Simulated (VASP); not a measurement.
# HfC (P6_3/mmc) in VASP: notebook, part 2 of 2

VASP 6.6.1.

## (3) Single point, PBE

This run uses another cell than the first one, of 13.32 Å³/atom.

File INCAR:

```
PREC     = Accurate       # precision mode
ENCUT    = 520            # plane-wave cutoff, eV
EDIFF    = 1E-6           # SCF threshold, eV
ISMEAR   = 0              # smearing method
SIGMA    = 0.05           # smearing width, eV
LREAL    = False          # projectors in reciprocal space
LASPH    = True           # aspherical terms in the spheres
NELM     = 60             # most SCF steps
ALGO     = Normal         # electronic algorithm
ISIF     = 2              # what is computed and relaxed
LWAVE    = False          # write WAVECAR
LCHARG   = False          # write CHGCAR
GGA      = PE             # functional
NBANDS   = 22             # bands
```

File KPOINTS:

```
Automatic mesh
0
Gamma
  12 12 8
```

File POSCAR:

```
HfC
1.0
    3.2654257436      0.0000000000      0.0000000000
   -1.6327128718      2.8279416482      0.0000000000
    0.0000000000      0.0000000000      5.7686983432
Hf C
2 2
Direct
    0.0000000000      0.0000000000      0.0000000000
    0.0000000000      0.0000000000      0.5000000000
    0.3333333333      0.6666666667      0.2500000000
    0.6666666667      0.3333333333      0.7500000000
```

Potentials or basis: VASP PAW PBE potentials, release 64 (Hf_pv, C).

Command:

```console
> cat potpaw_PBE.64/Hf_pv/POTCAR potpaw_PBE.64/C/POTCAR > POTCAR
> mpirun -np 1 vasp_std > vasp.out
```

OUTCAR:

```text
PREC = Accurate
   ENCUT = 520
   EDIFF = 1E-6
   ISMEAR = 0
   LREAL = False
   LASPH = True
   NELM = 60
   ISIF = 2
   GGA = PE

 ion  position               nearest neighbor table
   1  0.000  0.000  0.000-   3 2.37   4 2.37   4 2.37   3 2.37   4 2.37   3 2.37   2 2.88   2 2.88

   2  0.000  0.000  0.500-   3 2.37   4 2.37   4 2.37   3 2.37   4 2.37   3 2.37   1 2.88   1 2.88

   3  0.333  0.667  0.250-   1 2.37   2 2.37   1 2.37   2 2.37   1 2.37   2 2.37
   4  0.667  0.333  0.750-   1 2.37   2 2.37   1 2.37   2 2.37   1 2.37   2 2.37

  LATTYP: Found a hexagonal cell.
 ALAT       =     3.2654257436
 C/A-ratio  =     1.7665991501

  Lattice vectors:

 A1 = (   3.2654257436,   0.0000000000,   0.0000000000)
 A2 = (  -1.6327128718,   2.8279416482,   0.0000000000)
 A3 = (   0.0000000000,   0.0000000000,   5.7686983432)

Analysis of symmetry for initial positions (statically):
=====================================================================
 Subroutine PRICEL returns:
 Original cell was already a primitive cell.

 Routine SETGRP: Setting up the symmetry group for a
 hexagonal supercell.

 Subroutine GETGRP returns: Found 24 space group operations
 (whereof 12 operations were pure point group operations)
 out of a pool of 24 trial point group operations.

The static configuration has the point symmetry D_3d.
 The point group associated with its full space group is D_6h.

Analysis of symmetry for dynamics (positions and initial velocities):
=====================================================================
 Subroutine PRICEL returns:
 Original cell was already a primitive cell.

 Routine SETGRP: Setting up the symmetry group for a
 hexagonal supercell.

 Subroutine GETGRP returns: Found 24 space group operations
 (whereof 12 operations were pure point group operations)
 out of a pool of 24 trial point group operations.

[... 122 lines left out ...]
   IALGO  =     38    algorithm
   IMIX   =      4    mixing-type and parameters
     AMIX     =   0.40;   BMIX     =  1.00
     AMIX_MAG =   1.60;   BMIX_MAG =  1.00
  volume/ion in A,a.u.               =      13.32        89.87
  Fermi-wavevector in a.u.,A,eV,Ry     =   1.321189  2.496684 23.749504  1.745539
  Thomas-Fermi vector in A             =   2.450960
   LORBIT       =      0    0 simple, 1 ext, 2 COOP (PROOUT), +10 PAW based schemes
   GGA     = PE    functional components
   LHFCALC =     F    Hartree Fock is set to
   AEXX    =    0.0000 exact exchange contribution
   IVDW    =     0    specifies the selected vdW correction
   LEPSILON=     F    determine dielectric tensor
   LRPA    =     F    only Hartree local field effects (RPA)
 non-spin polarized calculation
 Gauss-broadening in eV      SIGMA  =   0.05
  energy-cutoff  :      520.00
  volume of cell :       53.27
 maximum number of plane-waves:      1461
   NGX = 13   NGY = 13   NGZ = 21

 number of electron      27.9999994 magnetization

 Free energy of the ion-electron system (eV)
  ---------------------------------------------------
  ext. energy  EPLUGINS =         0.00000000
  ---------------------------------------------------
  free energy    TOTEN  =       -39.95380220 eV

  energy without entropy =      -39.95264549  energy(sigma->0) =      -39.95322385

 E-fermi :   5.3602     XC(G=0): -11.9524

 val. band max:        5.3537471037   @ k =   0.2500   0.0000   0.0000
 cond. band min:       5.3683920163   @ k =   0.0833   0.0833   0.0000
 fundamental gap:      0.0146449127
 Fermi energy:         5.3601548811

 k-point     1 :       0.0000    0.0000    0.0000
  band No.  band energies     occupation
      1     -25.1340      2.00000
      2     -24.4354      2.00000
      3     -24.4354      2.00000
      4     -24.3235      2.00000
      5     -24.3235      2.00000
      6     -24.0610      2.00000
[... 589 lines left out ...]
     21      12.1468      0.00000
     22      13.1362      0.00000

 [... further k-points ...]

------------------------ aborting loop because EDIFF is reached ----------------------------------------

  FORCE on cell =-STRESS in cart. coord.  units (eV):
  Direction    XX          YY          ZZ          XY          YZ          ZX
  --------------------------------------------------------------------------------------
  -------------------------------------------------------------------------------------
  Total       -0.2127545     -0.2127545     -0.3381741      0.0000000      0.0000000      0.0000000
  in kB       -6.3988385     -6.3988385    -10.1709795      0.0000000      0.0000000      0.0000000
  external PRESSURE =      -7.6562188 kB  Pullay stress =       0.0000000 kB

 VOLUME and BASIS-vectors are now :
 -----------------------------------------------------------------------------
  energy-cutoff  :      520.00
  volume of cell :       53.27
      direct lattice vectors                 reciprocal lattice vectors
     3.265425744  0.000000000  0.000000000     0.306238781  0.176807043  0.000000000
    -1.632712872  2.827941648  0.000000000     0.000000000  0.353614086  0.000000000
     0.000000000  0.000000000  5.768698343     0.000000000  0.000000000  0.173349331

 POSITION                                       TOTAL-FORCE (eV/Angst)
 -----------------------------------------------------------------------------------
      0.00000      0.00000      0.00000        -0.000000      0.000000      0.000000
      0.00000      0.00000      2.88435        -0.000000      0.000000      0.000000
     -0.00000      1.88529      1.44217         0.000000      0.000000     -0.000000
      1.63271      0.94265      4.32652         0.000000      0.000000     -0.000000
 -----------------------------------------------------------------------------------
    total drift:                               -0.000000      0.000000      0.000000

  FREE ENERGIE OF THE ION-ELECTRON SYSTEM (eV)
  ---------------------------------------------------
  free  energy   TOTEN  =       -39.9538022014 eV

  energy  without entropy=      -39.9526454930  energy(sigma->0) =      -39.95322385
```

stdout:

```text
POSCAR found type information on POSCAR HfC
 POSCAR found :  2 types and       4 ions
 scaLAPACK will be used
 LDA part: xc-table for (Slater+PW92), standard interpolation
 POSCAR, INCAR and KPOINTS ok, starting setup
 FFT: planning ... GRIDC
 FFT: planning ... GRID_SOFT
 FFT: planning ... GRID
 WAVECAR not read
 entering main loop
```

Run time: 1.9 min. Hardware: 1 thread of AMD EPYC 7R13, shared host; peak memory 0.24 GiB.

Results:

```yaml
Free_energy: -39.9538 eV
Pressure: -0.8 GPa
Band_gap_on_the_k_mesh: zero (bands 14 and 15 overlap by 1.62 eV)
```

Caveat: spin-orbit coupling is left out, which moves the levels of the heavy elements.

## (4) Single point, r2SCAN

This run uses another cell than the first one, of 13.32 Å³/atom.

File POSCAR:

```
HfC
1.0
    3.2657921833      0.0000000000      0.0000000000
   -1.6328960916      2.8282589942      0.0000000000
    0.0000000000      0.0000000000      5.7663094959
Hf C
2 2
Direct
    0.0000000000      0.0000000000      0.0000000000
    0.0000000000      0.0000000000      0.5000000000
    0.3333333333      0.6666666667      0.2500000000
    0.6666666667      0.3333333333      0.7500000000
```

File INCAR.step1:

```
  ALGO = Normal
  EDIFF = 1E-4
  ENCUT = 520
  GGA = PE
  ISMEAR = 0
  LASPH = T
  LCHARG = F
  LREAL = F
  LWAVE = T
  NBANDS = 22
  NELM = 100
  PREC = Accurate
  SIGMA = 0.05
```

File INCAR.step2:

```
  ALGO = Normal
  EDIFF = 1E-6
  ENCUT = 520
  ISIF = 2
  ISMEAR = 0
  ISTART = 1
  LASPH = T
  LCHARG = T
  LELF = T
  LMIXTAU = T
  LREAL = F
  LVHAR = T
  LWAVE = F
  METAGGA = R2SCAN
  NBANDS = 22
  NELM = 100
  PREC = Accurate
  SIGMA = 0.05
```

File KPOINTS:

```
k-points
0
Gamma
  12 12 6
```

Potentials or basis: VASP PAW PBE potentials, release 64 (Hf_pv, C).

Command:

```console
> cat potpaw_PBE.64/Hf_pv/POTCAR potpaw_PBE.64/C/POTCAR > POTCAR
> cp INCAR.step1 INCAR
> mpirun -np 1 vasp_std > vasp.out
> cp INCAR.step2 INCAR
> mpirun -np 1 vasp_std > vasp.out
```

OUTCAR:

```text
EDIFF = 1E-6
   ENCUT = 520
   ISIF = 2
   ISMEAR = 0
   ISTART = 1
   LASPH = T
   LREAL = F
   METAGGA = R2SCAN
   NELM = 100
   PREC = Accurate

 ion  position               nearest neighbor table
   1  0.000  0.000  0.000-   3 2.37   4 2.37   3 2.37   4 2.37   4 2.37   3 2.37   2 2.88   2 2.88

   2  0.000  0.000  0.500-   3 2.37   4 2.37   3 2.37   4 2.37   4 2.37   3 2.37   1 2.88   1 2.88

   3  0.333  0.667  0.250-   1 2.37   2 2.37   1 2.37   2 2.37   1 2.37   2 2.37
[... 802 lines left out ...]

  FORCE on cell =-STRESS in cart. coord.  units (eV):
  Direction    XX          YY          ZZ          XY          YZ          ZX
  --------------------------------------------------------------------------------------
  -------------------------------------------------------------------------------------
  Total       -0.6625429     -0.6625429     -1.6654543     -0.0000000     -0.0000000     -0.0000000
  in kB      -19.9305322    -19.9305322    -50.0999901     -0.0000000     -0.0000000     -0.0000000
  external PRESSURE =     -29.9870182 kB  Pullay stress =       0.0000000 kB

 VOLUME and BASIS-vectors are now :
 -----------------------------------------------------------------------------
  energy-cutoff  :      520.00
  volume of cell :       53.26
      direct lattice vectors                 reciprocal lattice vectors
     3.265792183  0.000000000  0.000000000     0.306204420  0.176787204  0.000000000
    -1.632896092  2.828258994  0.000000000     0.000000000  0.353574408  0.000000000
     0.000000000  0.000000000  5.766309496     0.000000000  0.000000000  0.173421146

 POSITION                                       TOTAL-FORCE (eV/Angst)
 -----------------------------------------------------------------------------------
      0.00000      0.00000      0.00000        -0.000000      0.000000     -0.000000
      0.00000      0.00000      2.88315        -0.000000      0.000000     -0.000000
     -0.00000      1.88551      1.44158         0.000000      0.000000      0.000000
      1.63290      0.94275      4.32473         0.000000     -0.000000     -0.000000
 -----------------------------------------------------------------------------------
    total drift:                               -0.000000      0.000000      0.000000

  FREE ENERGIE OF THE ION-ELECTRON SYSTEM (eV)
  ---------------------------------------------------
  free  energy   TOTEN  =      -112.4751502120 eV

  energy  without entropy=     -112.4734272003  energy(sigma->0) =     -112.47428871
```

OUTCAR.step1:

```text
EDIFF = 1E-4
   ENCUT = 520
   GGA = PE
   ISMEAR = 0
[... 833 lines left out ...]
      0.00000      0.00000      0.00000        -0.000000      0.000000      0.000000
      0.00000      0.00000      2.88315        -0.000000      0.000000      0.000000
     -0.00000      1.88551      1.44158        -0.000000      0.000000      0.000000
      1.63290      0.94275      4.32473         0.000000     -0.000000     -0.000000
 -----------------------------------------------------------------------------------
    total drift:                               -0.000000      0.000000      0.000000

  FREE ENERGIE OF THE ION-ELECTRON SYSTEM (eV)
  ---------------------------------------------------
  free  energy   TOTEN  =       -39.9548905180 eV

  energy  without entropy=      -39.9537210265  energy(sigma->0) =      -39.95430577
```

Run time: 6 min. Hardware: 1 thread of AMD EPYC 7R13, shared host; peak memory 0.22 GiB.

Results:

```
Free energy            : -112.4752 eV
Pressure               : -3.0 GPa
Band gap on the k mesh : zero (bands 14 and 15 overlap by 1.59 eV)
```

Caveat: the PAW data sets were made with another functional, which shifts forces and pressure a little; spin-orbit coupling is left out, which moves the levels of the heavy elements.

## (5) Overview

```tsv
level	cell	k mesh	gap on the mesh (eV)	pressure (GPa)
PBE	a = 3.381, b = 3.381, c = 5.917 Å, angles 90.0, 90.0, 120.0°, 4 atoms	12 × 12 × 6	none	-17.2
PBE	a = 3.265, b = 3.265, c = 5.769 Å, angles 90.0, 90.0, 120.0°, 4 atoms	12 × 12 × 8	none	-0.8
r2SCAN	a = 3.266, b = 3.266, c = 5.766 Å, angles 90.0, 90.0, 120.0°, 4 atoms	12 × 12 × 6	none	-3.0
```

Alike in all rows: task single point; potentials or basis VASP PAW PBE potentials, release 64 (Hf_pv, C); no spin polarisation; cutoff (eV) 520; smearing gaussian 0.05 eV.

Caveats: spin-orbit coupling is left out, which moves the levels of the heavy elements; the cell stands under tension (at least some runs); the PAW data sets were made with another functional, which shifts forces and pressure a little (at least some runs).

Total energies depend on the potentials used, so only differences within one code and one set of settings carry meaning.

The gap in the log of VASP goes by the Fermi energy; the results here count the filled bands.